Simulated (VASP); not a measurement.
# Pr2B (C2/m) in VASP: notebook

Runs on Pr2B. Level: PBE. Tasks: single point, relaxation of cell and atoms, relaxation of shape and atoms at fixed volume.

Everything below comes from runs of VASP 6.6.1. Logs are shortened: lines on timing, memory, paths and dates and some standing lists are left out, and cuts for length are marked.

## (1) The cell of the first run

Symmetry: C2/m, No. 12, monoclinic system. The conventional cell has a = 5.614 Å, b = 4.170 Å, c = 6.453 Å, α = 90.00°, β = 101.93°, γ = 90.00°. Pr (site symmetry m) has 3 B at 2.60 to 2.69 Å and 5 Pr at 3.39 to 3.50 Å within 3.5 Å. B (site symmetry 2/m) has 6 Pr at 2.60 to 2.69 Å and 4 B at 3.50 Å within 3.5 Å.

## (2) Single point, PBE (24.63 Å³/atom)

The input, INCAR:

```
SYSTEM = Pr2B
PREC = Accurate
ENCUT = 500
EDIFF = 1E-6
ISMEAR = 0
SIGMA = 0.1
LREAL = .FALSE.
LASPH = .TRUE.
NELM = 200
ALGO = Normal
ISIF = 2
LWAVE = .FALSE.
LCHARG = .TRUE.
GGA = PE
LELF = .TRUE.
LVHAR = .TRUE.
NBANDS = 20
GGA_COMPAT = .FALSE.
LMAXMIX = 6
```

The input, KPOINTS:

```
Automatic mesh
0
G
  10 10 6
  0 0 0
```

The input, POSCAR:

```
Pr2B
1.0
    2.8066592823     -2.0848477128     -0.0237127565
    2.8066592823      2.0848477128     -0.0237127565
   -1.2807395774      0.0000000000      6.3245324105
Pr B
2 1
Direct
    0.3164644939      0.3164644939      0.2562444392
    0.6835355061      0.6835355061      0.7437555608
    0.0000000000      0.0000000000      0.5000000000
```

Potentials or basis: VASP PAW PBE potentials, release 64 (Pr_3, B), 4f in core.

Run with:

```sh
cat potpaw_PBE.64/Pr_3/POTCAR potpaw_PBE.64/B/POTCAR > POTCAR
mpirun -np 1 vasp_std > vasp.out
```

OUTCAR:

```text
SYSTEM = Pr2B
   PREC = Accurate
   ENCUT = 500
   EDIFF = 1E-6
   ISMEAR = 0
   LREAL = .FALSE.
   LASPH = .TRUE.
   NELM = 200
   ISIF = 2
   GGA = PE

 ion  position               nearest neighbor table
   1  0.316  0.316  0.256-   3 2.60   3 2.69   3 2.69   2 3.39   2 3.85   2 3.85
   2  0.684  0.684  0.744-   3 2.60   3 2.69   3 2.69   1 3.39   1 3.85   1 3.85
   3  0.000  0.000  0.500-   1 2.60   2 2.60   2 2.69   2 2.69   1 2.69   1 2.69

  LATTYP: Found a base centered monoclinic cell.
 ALAT       =     5.6135189041
 B/A-ratio  =     0.7427952941
 C/A-ratio  =     1.1495296886
 COS(beta)  =    -0.2067481240

  Lattice vectors:

 A1 = (   2.8066592823,  -2.0848477128,  -0.0237127565)
 A2 = (   2.8066592823,   2.0848477128,  -0.0237127565)
 A3 = (  -1.2807395774,   0.0000000000,   6.3245324105)

Analysis of symmetry for initial positions (statically):
=====================================================================
 Subroutine PRICEL returns:
 Original cell was already a primitive cell.

 Routine SETGRP: Setting up the symmetry group for a
 base centered monoclinic supercell.

 Subroutine GETGRP returns: Found  4 space group operations
 (whereof  4 operations were pure point group operations)
 out of a pool of  4 trial point group operations.

The static configuration has the point symmetry C_2h.

Analysis of symmetry for dynamics (positions and initial velocities):
=====================================================================
 Subroutine PRICEL returns:
 Original cell was already a primitive cell.

 Routine SETGRP: Setting up the symmetry group for a
 base centered monoclinic supercell.

 Subroutine GETGRP returns: Found  4 space group operations
 (whereof  4 operations were pure point group operations)
 out of a pool of  4 trial point group operations.

The dynamic configuration has the point symmetry C_2h.

 Subroutine INISYM returns: Found  4 space group operations
 (whereof  4 operations are pure point group operations),
 and found     1 'primitive' translations

----------------------------------------------------------------------------------------

                                     Primitive cell

  volume of cell :      73.8888

  direct lattice vectors                    reciprocal lattice vectors
     2.806659282 -2.084847713 -0.023712757     0.178453053 -0.239825670  0.036137357
     2.806659282  2.084847713 -0.023712757     0.178453053  0.239825670  0.036137357
    -1.280739577  0.000000000  6.324532410     0.001338159  0.000000000  0.158385437

  length of vectors
     3.496353616  3.496353616  6.452906638     0.301110864  0.301110864  0.158391090

  position of ions in fractional coordinates (direct lattice)
     0.316464494  0.316464494  0.256244439
     0.683535506  0.683535506  0.743755561
     0.000000000  0.000000000  0.500000000

  ion indices of the primitive-cell ions
   primitive index   ion index
                 1           1
                 2           2
                 3           3

----------------------------------------------------------------------------------------

 KPOINTS: Automatic mesh

Automatic generation of k-mesh.
 Grid dimensions read from file:
 generate k-points for:   10   10    6

 Generating k-lattice:

  Cartesian coordinates                     Fractional coordinates (reciprocal lattice)
     0.017845305 -0.023982567  0.003613736     0.100000000 -0.000000000 -0.000000000
     0.017845305  0.023982567  0.003613736    -0.000000000  0.100000000 -0.000000000
     0.000223026  0.000000000  0.026397573     0.000000000  0.000000000  0.166666667

  Length of vectors
     0.030111086  0.030111086  0.026398515

  Shift w.r.t. Gamma in fractional coordinates (k-lattice)
     0.000000000  0.000000000  0.000000000

 Subroutine IBZKPT returns following result:
 ===========================================

 Found    172 irreducible k-points:

 Following reciprocal coordinates:
            Coordinates               Weight
  0.000000  0.000000  0.000000      1.000000
  0.100000 -0.000000  0.000000      4.000000
  0.200000 -0.000000  0.000000      4.000000
  0.300000  0.000000 -0.000000      4.000000
  0.400000  0.000000  0.000000      4.000000
  0.500000  0.000000 -0.000000      2.000000
[... 16 lines left out ...]
  0.300000  0.300000 -0.000000      2.000000
  0.400000  0.300000  0.000000      4.000000
 [... further k-points ...]
   k-points           NKPTS =    172   k-points in BZ     NKDIM =    172   number of bands    NBANDS=     20
   number of dos      NEDOS =    301   number of ions     NIONS =      3
   total plane-waves  NPLWV =  37632
   dimension x,y,z NGX =    28 NGY =   28 NGZ =   48
   dimension x,y,z NGXF=    56 NGYF=   56 NGZF=   96
   ions per type =               2   1
   NGX,Y,Z   is equivalent  to a cutoff of  13.31, 13.31, 12.37 a.u.
   NGXF,Y,Z  is equivalent  to a cutoff of  26.63, 26.63, 24.73 a.u.
 SYSTEM =  Pr2B
   PREC   = accura    normal or accurate (medium, high low for compatibility)
   ISTART =      0    job   : 0-new  1-cont  2-samecut
   ICHARG =      2    charge: 1-file 2-atom 10-const
   ISPIN  =      1    spin polarized calculation?
   LNONCOLLINEAR =      F non collinear calculations
   LSORBIT =      F    spin-orbit coupling
   LASPH  =      T    aspherical Exc in radial PAW
   ENCUT  =  500.0 eV  36.75 Ry    6.06 a.u.   6.37  6.37 11.77*2*pi/ulx,y,z
   NELM   =    200;   NELMIN=  2; NELMDL= -5     # of ELM steps
   EDIFF  = 0.1E-05   stopping-criterion for ELM
   LREAL  =      F    real-space projection
   EDIFFG = 0.1E-04   stopping-criterion for IOM
   NSW    =      0    number of steps for IOM
   IBRION =     -1    ionic relax: 0-MD 1-quasi-New 2-CG
   NFREE  =      0    steps in history (QN), initial steepest desc. (CG)
   ISIF   =      2    stress and relaxation
   ISYM   =      2    0-nonsym 1-usesym 2-fastsym
   POTIM  = 0.5000    time-step for ionic-motion
   TEBEG  =    0.0;   TEEND  =   0.0 temperature during run
   PSTRESS=    0.0 pullay stress
   NELECT =      25.0000    total number of electrons
   NUPDOWN=      -1.0000    fix difference up-down
   EMIN   =  10.00;   EMAX   =-10.00  energy-range for DOS
   EFERMI =   0.00;   METHOD = LEGACY
   ISMEAR =     0;   SIGMA  =   0.10  broadening in eV -4-tet -1-fermi 0-gaus
   EFERMI_NEDOS =   21; number of points for ismear=-14 and -15
   IALGO  =     38    algorithm
   IMIX   =      4    mixing-type and parameters
     AMIX     =   0.40;   BMIX     =  1.00
     AMIX_MAG =   1.60;   BMIX_MAG =  1.00
  volume/ion in A,a.u.               =      24.63       166.21
  Fermi-wavevector in a.u.,A,eV,Ry     =   1.140763  2.155729 17.705793  1.301339
  Thomas-Fermi vector in A             =   2.277464
   LORBIT       =      0    0 simple, 1 ext, 2 COOP (PROOUT), +10 PAW based schemes
   GGA     = PE    functional components
   LHFCALC =     F    Hartree Fock is set to
   AEXX    =    0.0000 exact exchange contribution
   IVDW    =     0    specifies the selected vdW correction
   LEPSILON=     F    determine dielectric tensor
   LRPA    =     F    only Hartree local field effects (RPA)
 non-spin polarized calculation
 Gauss-broadening in eV      SIGMA  =   0.10
  energy-cutoff  :      500.00
  volume of cell :       73.89
 maximum number of plane-waves:      1906
 NGX is ok and might be reduce to    28
   NGX = 13   NGY = 13   NGZ = 23

 number of electron      25.0000000 magnetization

 Free energy of the ion-electron system (eV)
  ---------------------------------------------------
  ext. energy  EPLUGINS =         0.00000000
  ---------------------------------------------------
  free energy    TOTEN  =       -15.60210512 eV

  energy without entropy =      -15.59038708  energy(sigma->0) =      -15.59624610

 E-fermi :   3.9421     XC(G=0): -10.0840

 val. band max:        3.9410482343   @ k =  -0.1000   0.2000   0.1667
 cond. band min:       3.9470300040   @ k =   0.2000  -0.0000   0.1667
 fundamental gap:      0.0059817697
 Fermi energy:         3.9421316560

 k-point     1 :       0.0000    0.0000    0.0000
  band No.  band energies     occupation
      1     -31.9405      2.00000
      2     -31.8156      2.00000
      3     -14.6009      2.00000
      4     -13.5037      2.00000
      5     -13.4868      2.00000
      6     -13.4495      2.00000
[... 12 lines left out ...]
     19       7.8232      0.00000
     20       8.0486      0.00000

 k-point     2 :       0.1000   -0.0000    0.0000
  band No.  band energies     occupation
      1     -31.9286      2.00000
      2     -31.8080      2.00000
      3     -14.5672      2.00000
      4     -13.5877      2.00000
      5     -13.5351      2.00000
      6     -13.4780      2.00000
[... 12 lines left out ...]
     19       7.7157      0.00000
     20       8.3502      0.00000

 k-point     3 :       0.2000   -0.0000    0.0000
  band No.  band energies     occupation
      1     -31.8968      2.00000
      2     -31.7882      2.00000
      3     -14.4743      2.00000
      4     -13.8730      2.00000
      5     -13.7674      2.00000
      6     -13.5105      2.00000
[... 12 lines left out ...]
     19       7.7605      0.00000
     20       8.4752      0.00000

 k-point     4 :       0.3000    0.0000   -0.0000
  band No.  band energies     occupation
      1     -31.8559      2.00000
      2     -31.7648      2.00000
      3     -14.3520      2.00000
      4     -14.2155      2.00000
      5     -14.0755      2.00000
      6     -13.5530      2.00000
[... 12 lines left out ...]
     19       8.1445      0.00000
     20       8.7451      0.00000

 k-point     5 :       0.4000    0.0000    0.0000
  band No.  band energies     occupation
      1     -31.8209      2.00000
      2     -31.7473      2.00000
      3     -14.4831      2.00000
      4     -14.3538      2.00000
      5     -14.1891      2.00000
      6     -13.6020      2.00000
[... 12 lines left out ...]
     19       8.5669      0.00000
     20       9.6183      0.00000
[... 353 lines left out ...]
      6     -13.8382      2.00000
[... 12 lines left out ...]
     19       8.9105      0.00000
     20       9.5504      0.00000

 k-point    22 :      -0.2000    0.2000    0.0000
  band No.  band energies     occupation
      1     -31.8488      2.00000
      2     -31.7594      2.00000
      3     -14.3297      2.00000
      4     -13.9912      2.00000
      5     -13.8756      2.00000
      6     -13.7572      2.00000
[... 12 lines left out ...]
     19       8.6465      0.00000
     20      10.0610      0.00000

 k-point    23 :       0.3000    0.3000   -0.0000
  band No.  band energies     occupation
      1     -31.7931      2.00000
      2     -31.7227      2.00000
      3     -14.3308      2.00000
      4     -14.1382      2.00000
      5     -13.9983      2.00000
      6     -13.9644      2.00000
[... 12 lines left out ...]
     19       8.2088      0.00000
     20       8.8920      0.00000

 k-point    24 :       0.4000    0.3000    0.0000
  band No.  band energies     occupation
      1     -31.7606      2.00000
      2     -31.7061      2.00000
      3     -14.4355      2.00000
      4     -14.3185      2.00000
      5     -14.0292      2.00000
      6     -13.9492      2.00000
[... 12 lines left out ...]
     19       8.6858      0.00000
     20       9.2843      0.00000

 [... further k-points ...]
[... 5 lines left out ...]
  --------------------------------------------------------------------------------------
  -------------------------------------------------------------------------------------
  Total        2.1970092      2.2538907      2.1936778      0.0000000      0.0000000     -0.0259281
  in kB       47.6391142     48.8725123     47.5668765      0.0000000      0.0000000     -0.5622141
  external PRESSURE =      48.0261677 kB  Pullay stress =       0.0000000 kB

 VOLUME and BASIS-vectors are now :
 -----------------------------------------------------------------------------
  energy-cutoff  :      500.00
  volume of cell :       73.89
      direct lattice vectors                 reciprocal lattice vectors
     2.806659282 -2.084847713 -0.023712757     0.178453053 -0.239825670  0.036137357
     2.806659282  2.084847713 -0.023712757     0.178453053  0.239825670  0.036137357
    -1.280739577  0.000000000  6.324532410     0.001338159  0.000000000  0.158385437

 POSITION                                       TOTAL-FORCE (eV/Angst)
 -----------------------------------------------------------------------------------
      1.44823      0.00000      1.60562         0.008215      0.000000      0.015828
      2.88435      0.00000      4.67149        -0.008215      0.000000     -0.015828
     -0.64037      0.00000      3.16227         0.000000      0.000000      0.000000
 -----------------------------------------------------------------------------------
    total drift:                               -0.000000     -0.000000     -0.000000

  FREE ENERGIE OF THE ION-ELECTRON SYSTEM (eV)
  ---------------------------------------------------
  free  energy   TOTEN  =       -15.6021051209 eV

  energy  without entropy=      -15.5903870756  energy(sigma->0) =      -15.59624610
```

Run time: 97 s. Hardware: 1 thread of Intel Xeon 6975P-C (Granite Rapids), shared host; peak memory 0.35 GiB.

What came out:

- Free energy: -15.6021 eV
- Pressure: 4.8 GPa
- Largest force: 0.018 eV/Å
- Band gap on the k mesh: zero (an odd number of electrons rules out a gap without spin polarisation)

Forces in eV/Å, atoms in the order of the input:
```
Pr   0.008  0.000  0.016
Pr  -0.008  0.000 -0.016
B    0.000  0.000  0.000
```

Stress tensor (GPa, compression positive):
```
 4.76  0.00 -0.06
 0.00  4.89  0.00
-0.06  0.00  4.76
```

Caveat: the cell stands under pressure; spin-orbit coupling is left out, which moves the levels of the heavy elements; the 4f electrons are frozen in the core, so they carry no moment and show no levels. Spin polarisation is off, so any magnetic state and its effect on volume and gap are missing.

[end of part 1 of 2]
